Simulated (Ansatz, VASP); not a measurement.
**PbO in VASP and in Ansatz**

```
CELL_PARAMETERS angstrom
0.00000 2.57902 2.57902
2.57902 0.00000 2.57902
2.57902 2.57902 0.00000
ATOMIC_POSITIONS crystal
Pb 0.00000 0.00000 0.00000
O 0.50000 0.50000 0.50000
```

Change from the starting cell: volume scaled by 0.9405.

Alike in both runs: task single point; functional PBE; k mesh 12 × 12 × 12; occupations fermi-dirac, width 0.05 eV; no spin polarisation.

|  | VASP | Ansatz |
| --- | --- | --- |
| version | VASP 6.6.1 | Ansatz 0.2.0 |
| potentials or method | VASP PAW PBE potentials, release 64 (Pb_d, O), cutoff 520 eV | all-electron LAPW, scalar-relativistic |

VASP gave:

| Property | Result |
| --- | --- |
| pressure (GPa) | 6.0 |

Q: Which values does Ansatz return?

A: Pressure (GPa): 6.1.

Ansatz ran all-electron here, and VASP with PAW potentials.

Neither program's run includes spin-orbit coupling.
